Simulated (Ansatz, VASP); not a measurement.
## Li2Se: VASP beside Ansatz

```xyz
3
Lattice="0.0000 2.9412 2.9412 2.9412 0.0000 2.9412 2.9412 2.9412 0.0000" Properties=species:S:1:pos:R:3 pbc="T T T"
Li    1.4706    1.4706    1.4706
Li    4.4118    4.4118    4.4118
Se    0.0000    0.0000    0.0000
```

Alike in both runs: task single point; functional PBE; k mesh 8 × 8 × 8; occupations gaussian, width 0.02 eV; no spin polarisation.

```csv
,VASP,Ansatz
version,VASP 6.6.1,Ansatz 0.2.0
potentials or method,"VASP PAW PBE potentials, release 64 (Li_sv, Se), cutoff 750 eV","scalar-relativistic, plane waves, PAW"
valence electrons in the cell,12,22
```

Ansatz gave:

```
gap on the k mesh at the Fermi level (eV) : 2.93
least direct gap on the mesh (eV)         : 3.65
pressure (GPa)                            : 2.4
```

Q: Which values does VASP return?

A: gap on the k mesh at the Fermi level (eV): 2.92; least direct gap on the mesh (eV): 3.65; pressure (GPa): 2.3.

VASP's potentials hold 12 valence electrons a cell and Ansatz's 22, so a difference there can come from the potentials and not from the codes.
